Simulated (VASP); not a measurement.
# NaTmI4 (P4/mmm) in VASP: a series of runs

Runs on NaTmI4. Level: PBE. Tasks: single point, relaxation of cell and atoms.

Program: VASP 6.6.1. These are calculated values, not measurements. Logs are shortened: lines on timing, memory, paths and dates and some standing lists are left out, and cuts for length are marked.

## 1. The cell of the first run

It takes space group P4/mmm (No. 123, tetragonal). Conventional cell: a = 3.782 Å, b = 3.782 Å, c = 14.254 Å, α = 90.00°, β = 90.00°, γ = 90.00°. Na (site symmetry 4/mmm) has 8 I at 3.30 Å and 4 Na at 3.78 Å within 4.3 Å. Tm (site symmetry 4/mmm) has 8 I at 3.30 Å and 4 Tm at 3.78 Å within 4.3 Å. I (site symmetry 4mm) has 6 I at 3.26 to 3.86 Å and 4 Na at 3.30 Å within 4.3 Å. I (site symmetry 4mm) has 6 I at 3.26 to 3.87 Å and 4 Tm at 3.30 Å within 4.3 Å.

The cell was built from a structure type or drawn by symmetry, and may not be a known phase.

## 2. Single point, PBE

INCAR reads:

```
SYSTEM = NaTmI4
PREC = Accurate
ENCUT = 500
EDIFF = 1E-6
ISMEAR = 0
SIGMA = 0.1
LREAL = .False.
LASPH = .True.
NELM = 200
ALGO = Normal
ISIF = 2
LWAVE = .False.
LCHARG = .True.
GGA = PE
LELF = .True.
LVHAR = .True.
NBANDS = 31
GGA_COMPAT = .False.
LMAXMIX = 6
```

KPOINTS reads:

```
Automatic mesh
0
Gamma
  4 4 2
  0 0 0
```

POSCAR reads:

```
NaTmI4
1.0
    3.7824702500      0.0000000000      0.0000000000
    0.0000000000      3.7824702500      0.0000000000
    0.0000000000      0.0000000000     14.2535256600
Na Tm I
1 1 4
Direct
    0.0000000000      0.0000000000      0.5000000000
    0.0000000000      0.0000000000      0.0000000000
    0.5000000000      0.5000000000      0.3645260000
    0.5000000000      0.5000000000      0.8643389900
    0.5000000000      0.5000000000      0.1356610100
    0.5000000000      0.5000000000      0.6354740000
```

Potentials or basis: VASP PAW PBE potentials, release 64 (Na_pv, Tm_3, I), 4f in core.

On the command line:

```console
$ cat potpaw_PBE.64/Na_pv/POTCAR potpaw_PBE.64/Tm_3/POTCAR potpaw_PBE.64/I/POTCAR > POTCAR
$ mpirun -np 1 vasp_std > vasp.out
```

OUTCAR:

```text
SYSTEM = NaTmI4
   PREC = Accurate
   ENCUT = 500
   EDIFF = 1E-6
   ISMEAR = 0
   LREAL = .False.
   LASPH = .True.
   NELM = 200
   ISIF = 2
   GGA = PE

 ion  position               nearest neighbor table
   1  0.000  0.000  0.500-
   2  0.000  0.000  0.000-   4 3.30   5 3.30   4 3.30   5 3.30   4 3.30   5 3.30   4 3.30   5 3.30

   3  0.500  0.500  0.365-   5 3.26
   4  0.500  0.500  0.864-   6 3.26   2 3.30   2 3.30   2 3.30   2 3.30
   5  0.500  0.500  0.136-   3 3.26   2 3.30   2 3.30   2 3.30   2 3.30
   6  0.500  0.500  0.635-   4 3.26

  LATTYP: Found a simple tetragonal cell.
 ALAT       =     3.7824702500
 C/A-ratio  =     3.7683113727

  Lattice vectors:

 A1 = (   3.7824702500,   0.0000000000,   0.0000000000)
 A2 = (   0.0000000000,   3.7824702500,   0.0000000000)
 A3 = (   0.0000000000,   0.0000000000,  14.2535256600)

Analysis of symmetry for initial positions (statically):
=====================================================================
 Subroutine PRICEL returns:
 Original cell was already a primitive cell.

 Routine SETGRP: Setting up the symmetry group for a
 simple tetragonal supercell.

 Subroutine GETGRP returns: Found 16 space group operations
 (whereof 16 operations were pure point group operations)
 out of a pool of 16 trial point group operations.

The static configuration has the point symmetry D_4h.

Analysis of symmetry for dynamics (positions and initial velocities):
=====================================================================
 Subroutine PRICEL returns:
 Original cell was already a primitive cell.

 Routine SETGRP: Setting up the symmetry group for a
 simple tetragonal supercell.

 Subroutine GETGRP returns: Found 16 space group operations
 (whereof 16 operations were pure point group operations)
 out of a pool of 16 trial point group operations.

The dynamic configuration has the point symmetry D_4h.

 Subroutine INISYM returns: Found 16 space group operations
 (whereof 16 operations are pure point group operations),
 and found     1 'primitive' translations

----------------------------------------------------------------------------------------

                                     Primitive cell

  volume of cell :     203.9263

  direct lattice vectors                    reciprocal lattice vectors
     3.782470250  0.000000000  0.000000000     0.264377492  0.000000000  0.000000000
     0.000000000  3.782470250  0.000000000     0.000000000  0.264377492  0.000000000
     0.000000000  0.000000000 14.253525660     0.000000000  0.000000000  0.070158080

  length of vectors
     3.782470250  3.782470250 14.253525660     0.264377492  0.264377492  0.070158080

  position of ions in fractional coordinates (direct lattice)
     0.000000000  0.000000000  0.500000000
     0.000000000  0.000000000  0.000000000
     0.500000000  0.500000000  0.364526000
     0.500000000  0.500000000  0.864338990
     0.500000000  0.500000000  0.135661010
     0.500000000  0.500000000  0.635474000

  ion indices of the primitive-cell ions
   primitive index   ion index
                 1           1
                 2           2
                 3           3
                 4           4
                 5           5
                 6           6

----------------------------------------------------------------------------------------

 KPOINTS: Automatic mesh

Automatic generation of k-mesh.
 Grid dimensions read from file:
 generate k-points for:    4    4    2

 Generating k-lattice:

  Cartesian coordinates                     Fractional coordinates (reciprocal lattice)
     0.066094373  0.000000000  0.000000000     0.250000000  0.000000000  0.000000000
     0.000000000  0.066094373  0.000000000     0.000000000  0.250000000  0.000000000
     0.000000000  0.000000000  0.035079040     0.000000000  0.000000000  0.500000000

  Length of vectors
     0.066094373  0.066094373  0.035079040

  Shift w.r.t. Gamma in fractional coordinates (k-lattice)
     0.000000000  0.000000000  0.000000000

 Subroutine IBZKPT returns following result:
 ===========================================

 Found     12 irreducible k-points:

 Following reciprocal coordinates:
            Coordinates               Weight
  0.000000  0.000000  0.000000      1.000000
  0.250000  0.000000  0.000000      4.000000
  0.500000  0.000000  0.000000      2.000000
  0.250000  0.250000  0.000000      4.000000
  0.500000  0.250000  0.000000      4.000000
  0.500000  0.500000  0.000000      1.000000
  0.000000  0.000000  0.500000      1.000000
  0.250000  0.000000  0.500000      4.000000
  0.500000  0.000000  0.500000      2.000000
  0.250000  0.250000  0.500000      4.000000
  0.500000  0.250000  0.500000      4.000000
  0.500000  0.500000  0.500000      1.000000
   k-points           NKPTS =     12   k-points in BZ     NKDIM =     12   number of bands    NBANDS=     31
   number of dos      NEDOS =    301   number of ions     NIONS =      6
   total plane-waves  NPLWV =  84672
   dimension x,y,z NGX =    28 NGY =   28 NGZ =  108
   dimension x,y,z NGXF=    56 NGYF=   56 NGZF=  216
   ions per type =               1   1   4
   NGX,Y,Z   is equivalent  to a cutoff of  12.31, 12.31, 12.60 a.u.
   NGXF,Y,Z  is equivalent  to a cutoff of  24.61, 24.61, 25.19 a.u.
 SYSTEM =  NaTmI4
   PREC   = accura    normal or accurate (medium, high low for compatibility)
   ISTART =      0    job   : 0-new  1-cont  2-samecut
   ICHARG =      2    charge: 1-file 2-atom 10-const
   ISPIN  =      1    spin polarized calculation?
   LNONCOLLINEAR =      F non collinear calculations
   LSORBIT =      F    spin-orbit coupling
   LASPH  =      T    aspherical Exc in radial PAW
   ENCUT  =  500.0 eV  36.75 Ry    6.06 a.u.   6.90  6.90 25.99*2*pi/ulx,y,z
   NELM   =    200;   NELMIN=  2; NELMDL= -5     # of ELM steps
   EDIFF  = 0.1E-05   stopping-criterion for ELM
   LREAL  =      F    real-space projection
   EDIFFG = 0.1E-04   stopping-criterion for IOM
   NSW    =      0    number of steps for IOM
   IBRION =     -1    ionic relax: 0-MD 1-quasi-New 2-CG
   NFREE  =      0    steps in history (QN), initial steepest desc. (CG)
   ISIF   =      2    stress and relaxation
   ISYM   =      2    0-nonsym 1-usesym 2-fastsym
   POTIM  = 0.5000    time-step for ionic-motion
   TEBEG  =    0.0;   TEEND  =   0.0 temperature during run
   PSTRESS=    0.0 pullay stress
   NELECT =      44.0000    total number of electrons
   NUPDOWN=      -1.0000    fix difference up-down
   EMIN   =  10.00;   EMAX   =-10.00  energy-range for DOS
   EFERMI =   0.00;   METHOD = LEGACY
   ISMEAR =     0;   SIGMA  =   0.10  broadening in eV -4-tet -1-fermi 0-gaus
   EFERMI_NEDOS =   21; number of points for ismear=-14 and -15
   IALGO  =     38    algorithm
   IMIX   =      4    mixing-type and parameters
     AMIX     =   0.40;   BMIX     =  1.00
     AMIX_MAG =   1.60;   BMIX_MAG =  1.00
  volume/ion in A,a.u.               =      33.99       229.36
  Fermi-wavevector in a.u.,A,eV,Ry     =   0.981902  1.855525 13.117794  0.964131
  Thomas-Fermi vector in A             =   2.112943
   LORBIT       =      0    0 simple, 1 ext, 2 COOP (PROOUT), +10 PAW based schemes
   GGA     = PE    functional components
   LHFCALC =     F    Hartree Fock is set to
   AEXX    =    0.0000 exact exchange contribution
   IVDW    =     0    specifies the selected vdW correction
   LEPSILON=     F    determine dielectric tensor
   LRPA    =     F    only Hartree local field effects (RPA)
 non-spin polarized calculation
 Gauss-broadening in eV      SIGMA  =   0.10
  energy-cutoff  :      500.00
  volume of cell :      203.93
 maximum number of plane-waves:      5208
 NGX is ok and might be reduce to    28
   NGX = 13   NGY = 13   NGZ = 51

 number of electron      43.9999989 magnetization

 Free energy of the ion-electron system (eV)
  ---------------------------------------------------
  ext. energy  EPLUGINS =         0.00000000
  ---------------------------------------------------
  free energy    TOTEN  =       -16.33169011 eV

  energy without entropy =      -16.28765540  energy(sigma->0) =      -16.30967275

 E-fermi :   4.0164     XC(G=0):  -8.5709

 val. band max:        4.0076797088   @ k =   0.5000   0.0000   0.5000
 cond. band min:       4.0265660170   @ k =   0.5000   0.5000   0.0000
 fundamental gap:      0.0188863082
 Fermi energy:         4.0164159260

 k-point     1 :       0.0000    0.0000    0.0000
  band No.  band energies     occupation
      1     -22.8820      2.00000
      2     -22.6524      2.00000
      3     -22.6524      2.00000
      4     -19.4332      2.00000
      5     -19.4331      2.00000
      6     -19.4331      2.00000
[... 23 lines left out ...]
     30       8.3394      0.00000
     31       8.7484      0.00000

 k-point     2 :       0.2500    0.0000    0.0000
  band No.  band energies     occupation
      1     -22.8726      2.00000
      2     -22.7217      2.00000
      3     -22.6463      2.00000
      4     -19.4424      2.00000
      5     -19.4323      2.00000
      6     -19.4318      2.00000
[... 23 lines left out ...]
     30       9.0653      0.00000
     31       9.5271      0.00000

 k-point     3 :       0.5000    0.0000    0.0000
  band No.  band energies     occupation
      1     -22.8632      2.00000
      2     -22.7898      2.00000
      3     -22.6401      2.00000
      4     -19.4517      2.00000
      5     -19.4314      2.00000
      6     -19.4304      2.00000
[... 23 lines left out ...]
     30       8.4980      0.00000
     31       8.7875      0.00000

 k-point     4 :       0.2500    0.2500    0.0000
  band No.  band energies     occupation
      1     -22.8642      2.00000
      2     -22.7159      2.00000
      3     -22.7105      2.00000
      4     -19.4416      2.00000
      5     -19.4407      2.00000
      6     -19.4306      2.00000
[... 23 lines left out ...]
     30       9.6291      0.00000
     31       9.7471      0.00000

 k-point     5 :       0.5000    0.2500    0.0000
  band No.  band energies     occupation
      1     -22.8558      2.00000
      2     -22.7790      2.00000
      3     -22.7046      2.00000
      4     -19.4500      2.00000
      5     -19.4399      2.00000
      6     -19.4293      2.00000
[... 23 lines left out ...]
     30       8.7213      0.00000
     31       8.9279      0.00000

 k-point     6 :       0.5000    0.5000    0.0000
  band No.  band energies     occupation
      1     -22.8485      2.00000
      2     -22.7681      2.00000
      3     -22.7681      2.00000
      4     -19.4484      2.00000
      5     -19.4484      2.00000
      6     -19.4283      2.00000
[... 23 lines left out ...]
     30       7.5940      0.00000
     31       8.4497      0.00000

 k-point     7 :       0.0000    0.0000    0.5000
  band No.  band energies     occupation
      1     -22.8820      2.00000
      2     -22.6524      2.00000
      3     -22.6524      2.00000
      4     -19.4332      2.00000
      5     -19.4331      2.00000
      6     -19.4331      2.00000
[... 23 lines left out ...]
     30       8.4828      0.00000
     31       8.7393      0.00000

 k-point     8 :       0.2500    0.0000    0.5000
  band No.  band energies     occupation
      1     -22.8726      2.00000
      2     -22.7217      2.00000
      3     -22.6463      2.00000
      4     -19.4424      2.00000
      5     -19.4323      2.00000
      6     -19.4318      2.00000
[... 23 lines left out ...]
     30       9.4452      0.00000
     31       9.5260      0.00000

 k-point     9 :       0.5000    0.0000    0.5000
  band No.  band energies     occupation
      1     -22.8632      2.00000
      2     -22.7898      2.00000
      3     -22.6401      2.00000
      4     -19.4517      2.00000
      5     -19.4314      2.00000
      6     -19.4304      2.00000
[... 23 lines left out ...]
     30       8.3431      0.00000
     31      10.1671      0.00000

 k-point    10 :       0.2500    0.2500    0.5000
  band No.  band energies     occupation
      1     -22.8642      2.00000
      2     -22.7159      2.00000
      3     -22.7105      2.00000
      4     -19.4416      2.00000
      5     -19.4408      2.00000
      6     -19.4306      2.00000
[... 23 lines left out ...]
     30       9.6126      0.00000
     31      10.1965      0.00000

 k-point    11 :       0.5000    0.2500    0.5000
  band No.  band energies     occupation
      1     -22.8558      2.00000
      2     -22.7790      2.00000
      3     -22.7046      2.00000
      4     -19.4500      2.00000
      5     -19.4399      2.00000
      6     -19.4293      2.00000
[... 23 lines left out ...]
     30       8.9580      0.00000
     31       9.1157      0.00000

 k-point    12 :       0.5000    0.5000    0.5000
  band No.  band energies     occupation
      1     -22.8485      2.00000
      2     -22.7682      2.00000
      3     -22.7682      2.00000
      4     -19.4484      2.00000
      5     -19.4484      2.00000
      6     -19.4283      2.00000
[... 23 lines left out ...]
     30       7.7528      0.00000
     31       8.4007      0.00000

------------------------ aborting loop because EDIFF is reached ----------------------------------------

  FORCE on cell =-STRESS in cart. coord.  units (eV):
  Direction    XX          YY          ZZ          XY          YZ          ZX
  --------------------------------------------------------------------------------------
  -------------------------------------------------------------------------------------
  Total        0.2648464      0.2648464      6.1820553      0.0000000      0.0000000     -0.0000000
  in kB        2.0808046      2.0808046     48.5702261      0.0000000      0.0000000     -0.0000000
  external PRESSURE =      17.5772784 kB  Pullay stress =       0.0000000 kB

 VOLUME and BASIS-vectors are now :
 -----------------------------------------------------------------------------
  energy-cutoff  :      500.00
  volume of cell :      203.93
      direct lattice vectors                 reciprocal lattice vectors
     3.782470250  0.000000000  0.000000000     0.264377492  0.000000000  0.000000000
     0.000000000  3.782470250  0.000000000     0.000000000  0.264377492  0.000000000
     0.000000000  0.000000000 14.253525660     0.000000000  0.000000000  0.070158080

 POSITION                                       TOTAL-FORCE (eV/Angst)
 -----------------------------------------------------------------------------------
      0.00000      0.00000      7.12676         0.000000     -0.000000      0.000000
      0.00000      0.00000      0.00000         0.000000     -0.000000      0.000000
      1.89124      1.89124      5.19578         0.000000      0.000000      0.849510
      1.89124      1.89124     12.31988         0.000000      0.000000      1.408921
      1.89124      1.89124      1.93365        -0.000000     -0.000000     -1.408921
      1.89124      1.89124      9.05774        -0.000000      0.000000     -0.849510
 -----------------------------------------------------------------------------------
    total drift:                               -0.000000      0.000000      0.000000

  FREE ENERGIE OF THE ION-ELECTRON SYSTEM (eV)
  ---------------------------------------------------
  free  energy   TOTEN  =       -16.3316901066 eV

  energy  without entropy=      -16.2876554010  energy(sigma->0) =      -16.30967275
```

It took 62 s on 1 thread of Intel Xeon 6975P-C (Granite Rapids), shared host; peak memory 0.31 GiB.

What came out:

| Quantity | Value |
| --- | --- |
| Free energy | -16.3317 eV |
| Pressure | 1.8 GPa |
| Largest force | 1.409 eV/Å |
| Band gap on the k mesh | zero (bands 22 and 23 overlap by 0.24 eV) |

Forces in eV/Å, atoms in the order of the input:
```
Na   0.000  0.000  0.000
Tm   0.000  0.000  0.000
I    0.000  0.000  0.850
I    0.000  0.000  1.409
I    0.000  0.000 -1.409
I    0.000  0.000 -0.850
```

Caveat: the k points lie up to 0.42 Å⁻¹ apart; spin-orbit coupling is left out, which moves the levels of the heavy elements; the 4f electrons are frozen in the core, so they carry no moment and show no levels; the run has no spin polarisation, though such a crystal can be magnetic; forces of over 1 eV/Å act on the atoms, so gaps and moduli don't describe the material at rest. Spin polarisation is off, so any magnetic state and its effect on volume and gap are missing.

(Continued in part 2 of 3.)
